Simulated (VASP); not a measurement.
# Rb3Mg (P4/mmm) in VASP: notebook, part 2 of 2

VASP 6.6.1. The steps go on from the part before.

## (4) Relaxation of cell and atoms, PBE

Input file INCAR:

```
ALGO = Fast
EDIFF = 1E-6
EDIFFG = -0.04
ENCUT = 600
GGA = PE
IBRION = 2
ISIF = 3
ISMEAR = 0
LASPH = T
LCHARG = F
LREAL = F
LWAVE = F
NELM = 100
NSW = 90
PREC = Accurate
SIGMA = 0.1
```

Input file KPOINTS:

```
k-points
0
Gamma
  4 4 2
```

Input file POSCAR:

```
Rb3Mg
1.0
    4.1277408800      0.0000000000      0.0000000000
    0.0000000000      4.1277408800      0.0000000000
    0.0000000000      0.0000000000      8.3653103700
Rb Mg
3 1
Direct
    0.0000000000      0.0000000000      0.7474227500
    0.0000000000      0.0000000000      0.2525772500
    0.5000000000      0.5000000000      0.0000000000
    0.5000000000      0.5000000000      0.5000000000
```

Potentials or basis: VASP PAW PBE potentials, release 64 (Rb_sv, Mg).

On the command line:

```bash
$ cat potpaw_PBE.64/Rb_sv/POTCAR potpaw_PBE.64/Mg/POTCAR > POTCAR
$ mpirun -np 1 vasp_std > vasp.out
```

OUTCAR:

```text
EDIFF = 1E-6
   EDIFFG = -0.04
   ENCUT = 600
   GGA = PE
   IBRION = 2
   ISIF = 3
   ISMEAR = 0
   LASPH = T
   LREAL = F
   NELM = 100
   NSW = 90
   PREC = Accurate

 ion  position               nearest neighbor table
   1  0.000  0.000  0.747-   4 3.58   4 3.58   4 3.58   4 3.58   3 3.60   3 3.60   3 3.60   3 3.60
                             2 4.14   2 4.23
   2  0.000  0.000  0.253-   4 3.58   4 3.58   4 3.58   4 3.58   3 3.60   3 3.60   3 3.60   3 3.60
                             1 4.14   1 4.23
   3  0.500  0.500  0.000-   1 3.60   2 3.60   1 3.60   2 3.60   1 3.60   2 3.60   1 3.60   2 3.60
                             4 4.18   4 4.18
   4  0.500  0.500  0.500-   1 3.58   2 3.58   1 3.58   2 3.58   1 3.58   2 3.58   1 3.58   2 3.58
                             3 4.18   3 4.18

  LATTYP: Found a simple tetragonal cell.
 ALAT       =     4.1277408800
 C/A-ratio  =     2.0266074381

  Lattice vectors:

 A1 = (   4.1277408800,   0.0000000000,   0.0000000000)
 A2 = (   0.0000000000,   4.1277408800,   0.0000000000)
 A3 = (   0.0000000000,   0.0000000000,   8.3653103700)

Analysis of symmetry for initial positions (statically):
=====================================================================
 Subroutine PRICEL returns:
 Original cell was already a primitive cell.

 Routine SETGRP: Setting up the symmetry group for a
 simple tetragonal supercell.

 Subroutine GETGRP returns: Found 16 space group operations
 (whereof 16 operations were pure point group operations)
 out of a pool of 16 trial point group operations.

The static configuration has the point symmetry D_4h.

Analysis of symmetry for dynamics (positions and initial velocities):
=====================================================================
 Subroutine PRICEL returns:
 Original cell was already a primitive cell.

 Routine SETGRP: Setting up the symmetry group for a
 simple tetragonal supercell.

 Subroutine GETGRP returns: Found 16 space group operations
 (whereof 16 operations were pure point group operations)
 out of a pool of 16 trial point group operations.

The dynamic configuration has the point symmetry D_4h.

 Subroutine INISYM returns: Found 16 space group operations
 (whereof 16 operations are pure point group operations),
 and found     1 'primitive' translations

----------------------------------------------------------------------------------------

                                     Primitive cell

  volume of cell :     142.5302

  direct lattice vectors                    reciprocal lattice vectors
     4.127740880  0.000000000  0.000000000     0.242263269  0.000000000  0.000000000
     0.000000000  4.127740880  0.000000000     0.000000000  0.242263269  0.000000000
     0.000000000  0.000000000  8.365310370     0.000000000  0.000000000  0.119541291

  length of vectors
     4.127740880  4.127740880  8.365310370     0.242263269  0.242263269  0.119541291

  position of ions in fractional coordinates (direct lattice)
     0.000000000  0.000000000  0.747422750
     0.000000000  0.000000000  0.252577250
     0.500000000  0.500000000  0.000000000
     0.500000000  0.500000000  0.500000000

  ion indices of the primitive-cell ions
   primitive index   ion index
                 1           1
                 2           2
                 3           3
                 4           4

----------------------------------------------------------------------------------------

[... 49 lines left out ...]
   ICHARG =      2    charge: 1-file 2-atom 10-const
   ISPIN  =      1    spin polarized calculation?
   LNONCOLLINEAR =      F non collinear calculations
   LSORBIT =      F    spin-orbit coupling
   LASPH  =      T    aspherical Exc in radial PAW
   ENCUT  =  600.0 eV  44.10 Ry    6.64 a.u.   8.24  8.24 16.71*2*pi/ulx,y,z
   NELM   =    100;   NELMIN=  2; NELMDL= -5     # of ELM steps
   EDIFF  = 0.1E-05   stopping-criterion for ELM
   LREAL  =      F    real-space projection
   EDIFFG = -.4E-01   stopping-criterion for IOM
   NSW    =     90    number of steps for IOM
   IBRION =      2    ionic relax: 0-MD 1-quasi-New 2-CG
   NFREE  =      1    steps in history (QN), initial steepest desc. (CG)
   ISIF   =      3    stress and relaxation
   ISYM   =      2    0-nonsym 1-usesym 2-fastsym
   POTIM  = 0.5000    time-step for ionic-motion
   TEBEG  =    0.0;   TEEND  =   0.0 temperature during run
   PSTRESS=    0.0 pullay stress
   NELECT =      29.0000    total number of electrons
   NUPDOWN=      -1.0000    fix difference up-down
   EMIN   =  10.00;   EMAX   =-10.00  energy-range for DOS
   EFERMI =   0.00;   METHOD = LEGACY
   ISMEAR =     0;   SIGMA  =   0.10  broadening in eV -4-tet -1-fermi 0-gaus
   EFERMI_NEDOS =   21; number of points for ismear=-14 and -15
   IALGO  =     68    algorithm
   IMIX   =      4    mixing-type and parameters
     AMIX     =   0.40;   BMIX     =  1.00
     AMIX_MAG =   1.60;   BMIX_MAG =  1.00
  volume/ion in A,a.u.               =      35.63       240.46
  Fermi-wavevector in a.u.,A,eV,Ry     =   0.962879  1.819578 12.614459  0.927137
  Thomas-Fermi vector in A             =   2.092376
   LORBIT       =      0    0 simple, 1 ext, 2 COOP (PROOUT), +10 PAW based schemes
   GGA     = PE    functional components
   LHFCALC =     F    Hartree Fock is set to
   AEXX    =    0.0000 exact exchange contribution
   IVDW    =     0    specifies the selected vdW correction
   LEPSILON=     F    determine dielectric tensor
   LRPA    =     F    only Hartree local field effects (RPA)
 conjugate gradient relaxation of ions
 non-spin polarized calculation
 RMM-DIIS sequential band-by-band and
 Gauss-broadening in eV      SIGMA  =   0.10
  energy-cutoff  :      600.00
  volume of cell :      142.53
 maximum number of plane-waves:      4789
 NGX is ok and might be reduce to    36
   NGX = 17   NGY = 17   NGZ = 33

--------------------------------------- Ionic step        1  -------------------------------------------

 number of electron      28.9999999 magnetization

 Free energy of the ion-electron system (eV)
  ---------------------------------------------------
  ext. energy  EPLUGINS =         0.00000000
  ---------------------------------------------------
  free energy    TOTEN  =        -1.49386785 eV

  energy without entropy =       -1.47313707  energy(sigma->0) =       -1.48350246

------------------------ aborting loop because EDIFF is reached ----------------------------------------

  FORCE on cell =-STRESS in cart. coord.  units (eV):
  Direction    XX          YY          ZZ          XY          YZ          ZX
  --------------------------------------------------------------------------------------
  -------------------------------------------------------------------------------------
  Total        7.5117098      7.5117098      7.2042297      0.0000000     -0.0000000      0.0000000
  in kB       84.4388815     84.4388815     80.9825079      0.0000000     -0.0000000      0.0000000
  external PRESSURE =      83.2867570 kB  Pullay stress =       0.0000000 kB
[... 95 lines left out ...]
  FREE ENERGIE OF THE ION-ELECTRON SYSTEM (eV)
  ---------------------------------------------------
  free  energy   TOTEN  =        -3.4893297216 eV

  energy  without entropy=       -3.4784540052  energy(sigma->0) =       -3.48389186

 E-fermi :  -0.1998     XC(G=0):  -5.4052

 val. band max:       -0.2723570605   @ k =   0.5000   0.2500   0.5000
 cond. band min:      -0.0473121456   @ k =   0.2500   0.0000   0.5000
 fundamental gap:      0.2250449149
 Fermi energy:        -0.1998134768

 k-point     1 :       0.0000    0.0000    0.0000
  band No.  band energies     occupation
      1     -29.1134      2.00000
      2     -29.0965      2.00000
      3     -29.0964      2.00000
      4     -13.2123      2.00000
      5     -13.2033      2.00000
      6     -13.2033      2.00000
[... 229 lines left out ...]
      5     -13.2259      2.00000
      6     -13.1922      2.00000
[... 10 lines left out ...]
     17       1.2627      0.00000
     18       1.6772      0.00000

[... ionic steps 4 to 19 ...]

--------------------------------------- Ionic step       20  -------------------------------------------

 number of electron      29.0000000 magnetization

------------------------ aborting loop because EDIFF is reached ----------------------------------------
[... 71 lines left out ...]
--------------------------------------- Ionic step       22  -------------------------------------------

 number of electron      29.0000001 magnetization

 Free energy of the ion-electron system (eV)
  ---------------------------------------------------
  ext. energy  EPLUGINS =         0.00000000
  ---------------------------------------------------
  free energy    TOTEN  =        -3.76397206 eV

  energy without entropy =       -3.74950256  energy(sigma->0) =       -3.75673731

 E-fermi :   0.3055     XC(G=0):  -5.9396

 val. band max:        0.2818372993   @ k =   0.2500   0.0000   0.5000
 cond. band min:       0.3333604179   @ k =   0.5000   0.0000   0.5000
 fundamental gap:      0.0515231185
 Fermi energy:         0.3054659829

 k-point     1 :       0.0000    0.0000    0.0000
  band No.  band energies     occupation
      1     -28.7631      2.00000
      2     -28.2155      2.00000
      3     -28.2146      2.00000
      4     -12.8481      2.00000
      5     -12.7928      2.00000
      6     -12.7928      2.00000
[... 272 lines left out ...]
  FREE ENERGIE OF THE ION-ELECTRON SYSTEM (eV)
  ---------------------------------------------------
  free  energy   TOTEN  =        -3.7639720584 eV

  energy  without entropy=       -3.7495025606  energy(sigma->0) =       -3.75673731

 reached required accuracy - stopping structural energy minimisation
```

OSZICAR:

```text
N       E                     dE             d eps       ncg     rms          rms(c)
DAV:   1     0.204645815570E+03    0.20465E+03   -0.13605E+04   432   0.149E+03
DAV:   2     0.137731572576E+02   -0.19087E+03   -0.18900E+03   576   0.279E+02
DAV:   3    -0.885258829626E+00   -0.14658E+02   -0.14534E+02   622   0.770E+01
[... 364 lines left out ...]
RMM:   9    -0.376396576135E+01   -0.46808E-05   -0.53375E-05   555   0.326E-02    0.357E-03
RMM:  10    -0.376396871067E+01   -0.29493E-05   -0.30418E-05   463   0.220E-02    0.224E-03
RMM:  11    -0.376397045715E+01   -0.17465E-05   -0.17857E-05   400   0.155E-02    0.155E-03
RMM:  12    -0.376397152686E+01   -0.10697E-05   -0.10039E-05   380   0.118E-02    0.136E-03
RMM:  13    -0.376397205842E+01   -0.53157E-06   -0.84816E-06   406   0.986E-03
  22 F= -.37639721E+01 E0= -.37567373E+01  d E =-.508504E-02
```

Wall time 29 min (1 thread of AMD EPYC 7R43 (Zen 3), shared host); peak memory 0.4 GiB.

What came out:

```
Free energy                            : -3.7640 eV
Relaxed volume                         : 69.37 Å³/atom
Relaxed cell                           : a = 4.535 Å, b = 4.535 Å, c = 13.490 Å, α = 90.00°, β = 90.00°, γ = 90.00°
Space group after relaxing (to 0.05 Å) : P4/mmm (No. 123)
Energy gained by relaxing              : 567.5 meV/atom
Ionic steps                            : 22
Pressure after relaxing                : 0.0 GPa
Largest force after relaxing           : 0.005 eV/Å
```

Forces in eV/Å, atoms in the order of the input:
```
Rb   0.000  0.000 -0.005
Rb   0.000  0.000  0.005
Rb   0.000  0.000  0.000
Mg   0.000  0.000  0.000
```

Step by step:
| step | energy change (eV) | largest force (eV/Å) | pressure (GPa) | volume (Å³) |
| --- | --- | --- | --- | --- |
| 1 | 0.0000 | 0.6650 | 8.33 | 142.53 |
| 2 | -1.4371 | 0.4996 | 3.13 | 184.26 |
| 3 | -1.9955 | 0.3553 | 0.80 | 231.64 |
| 4 | -1.9007 | 0.1667 | -0.66 | 349.44 |
| 5 | -2.0857 | 0.2499 | -0.20 | 283.34 |
| 6 | -2.0930 | 0.2662 | 0.37 | 272.87 |
| 7 | -2.0889 | 0.2558 | -0.17 | 279.88 |
| 8 | -2.0912 | 0.2611 | -0.13 | 276.36 |
| 9 | -2.1009 | 0.2532 | -0.12 | 275.89 |
| 10 | -2.1270 | 0.2134 | -0.12 | 274.48 |
| 11 | -2.1667 | 0.1344 | -0.09 | 271.68 |
| 12 | -2.1858 | 0.0659 | 0.04 | 266.13 |
| 13 | -2.1898 | 0.0027 | -0.01 | 267.83 |
| 14 | -2.2086 | 0.0060 | 0.03 | 265.52 |
| 15 | -2.2318 | 0.0146 | 0.27 | 256.28 |
| 16 | -2.2416 | 0.0050 | 0.16 | 262.77 |
| 17 | -2.2607 | 0.0075 | -0.10 | 281.86 |
| 18 | -2.2608 | 0.0164 | -0.15 | 285.56 |
| 19 | -2.2610 | 0.0072 | -0.13 | 283.64 |
| 20 | -2.2650 | 0.0261 | -0.15 | 285.96 |
| 21 | -2.2650 | 0.0257 | -0.15 | 285.99 |
| 22 | -2.2701 | 0.0048 | -0.02 | 277.50 |

Final structure:
```cif
data_structure
_symmetry_space_group_name_H-M 'P 1'
_symmetry_Int_Tables_number 1
_cell_length_a 4.5355
_cell_length_b 4.5355
_cell_length_c 13.4899
_cell_angle_alpha 90.000
_cell_angle_beta 90.000
_cell_angle_gamma 90.000
_cell_volume 277.50
loop_
_atom_site_label
_atom_site_type_symbol
_atom_site_fract_x
_atom_site_fract_y
_atom_site_fract_z
_atom_site_occupancy
Rb1 Rb 0.00000 0.00000 0.68439 1
Rb2 Rb 0.00000 0.00000 0.31561 1
Rb3 Rb 0.50000 0.50000 0.00000 1
Mg1 Mg 0.50000 0.50000 0.50000 1
```

Levels at points of the mesh, in eV from the Fermi level:
| k point | band 11 | band 12 | band 13 | band 14 | band 15 | band 16 | band 17 | band 18 |
| --- | --- | --- | --- | --- | --- | --- | --- | --- |
| (0.00, 0.00, 0.00) | -12.56 | -12.56 | -3.35 | -1.60 | -1.32 | 0.72 | 0.85 | 2.27 |
| (0.50, 0.00, 0.00) | -12.55 | -12.55 | -2.13 | -0.79 | 0.09 | 0.55 | 0.58 | 0.58 |
| (0.50, 0.50, 0.00) | -12.60 | -12.57 | -1.24 | 0.30 | 0.30 | 0.63 | 0.84 | 2.08 |
| (0.00, 0.00, 0.50) | -12.56 | -12.56 | -3.34 | -1.87 | -0.64 | -0.27 | 2.38 | 2.46 |
| (0.50, 0.00, 0.50) | -12.55 | -12.55 | -2.13 | -0.78 | 0.03 | 0.27 | 0.93 | 1.07 |
| (0.50, 0.50, 0.50) | -12.60 | -12.57 | -1.24 | 0.30 | 0.30 | 0.56 | 0.88 | 2.07 |

Caveat: the k points lie up to 0.35 Å⁻¹ apart in the final cell; the volume moved by over 15 % at a fixed basis, so the end points are rough.

## (5) Single point, PBE

This run uses another cell than the first one, of 69.09 Å³/atom, 1.939 times its volume.

Input file INCAR:

```
PREC = Accurate
ENCUT = 520
EDIFF = 1E-6
ISMEAR = 0
SIGMA = 0.1
LREAL = False
LASPH = True
NELM = 80
ALGO = Fast
ISIF = 2
LWAVE = False
LCHARG = True
GGA = PE
LELF = True
LVHAR = True
NBANDS = 22
```

Input file KPOINTS:

```
Automatic mesh
0
Gamma
  10 10 4
```

Input file POSCAR:

```
Rb3Mg
1.0
    4.7591372511      0.0000000000      0.0000000000
    0.0000000000      4.7591372511      0.0000000000
    0.0000000000      0.0000000000     12.2008623669
Rb Mg
3 1
Direct
    0.0000000000      0.0000000000      0.6894639184
    0.0000000000      0.0000000000      0.3105360816
    0.5000000000      0.5000000000      0.0000000000
    0.5000000000      0.5000000000      0.5000000000
```

On the command line:

```bash
$ cat potpaw_PBE.64/Rb_sv/POTCAR potpaw_PBE.64/Mg/POTCAR > POTCAR
$ mpirun -np 1 vasp_std > vasp.out
```

It took 11 min on 1 thread of AMD EPYC 7R43 (Zen 3), shared host; peak memory 0.53 GiB.

Results (log left out):

- Free energy: -3.7138 eV
- Pressure: 0.0 GPa
- Largest force: 0.006 eV/Å

Forces on the atoms (eV/Å):
```
Rb   0.000  0.000 -0.006
Rb   0.000  0.000  0.006
Rb   0.000  0.000  0.000
Mg   0.000  0.000  0.000
```

Levels at points of the mesh, in eV from the Fermi level:
| k point | band 13 | band 14 | band 15 | band 16 | band 17 | band 18 |
| --- | --- | --- | --- | --- | --- | --- |
| (0.00, 0.00, 0.00) | -3.32 | -1.41 | -1.17 | 1.18 | 1.46 | 2.04 |
| (0.50, 0.00, 0.00) | -2.23 | -0.87 | 0.05 | 0.51 | 0.58 | 0.62 |
| (0.50, 0.50, 0.00) | -1.52 | 0.16 | 0.16 | 0.61 | 0.81 | 1.81 |
| (0.00, 0.00, 0.50) | -3.29 | -1.80 | -0.32 | 0.12 | 2.24 | 2.26 |
| (0.50, 0.00, 0.50) | -2.23 | -0.85 | -0.09 | 0.20 | 1.07 | 1.25 |
| (0.50, 0.50, 0.50) | -1.51 | 0.16 | 0.16 | 0.47 | 0.92 | 1.74 |

## (6) The runs side by side

```tsv
task	cell	k mesh	cutoff (eV)	gap on the mesh (eV)	pressure (GPa)	largest force (eV/Å)
single point	a = 4.128, b = 4.128, c = 8.365 Å, 4 atoms	4 × 4 × 2	520	none	8.3	0.66
single point	a = 4.912, b = 4.912, c = 11.631 Å, 4 atoms	4 × 4 × 2	520	none	-0.1	0.01
relaxation of cell and atoms	relaxed from a = 4.128, b = 4.128, c = 8.365 Å, 4 atoms	4 × 4 × 2	600	none	0.0	-
single point	a = 4.759, b = 4.759, c = 12.201 Å, 4 atoms	10 × 10 × 4	520	none	0.0	0.01
```

Alike in all rows: level PBE; potentials or basis VASP PAW PBE potentials, release 64 (Rb_sv, Mg); no spin polarisation; smearing gaussian 0.1 eV.

Caveats: some runs use coarse meshes; the volume moved by over 15 % at a fixed basis, so the end points are rough (some runs).

Total energies depend on the potentials used, so only differences within one code and one set of settings carry meaning.
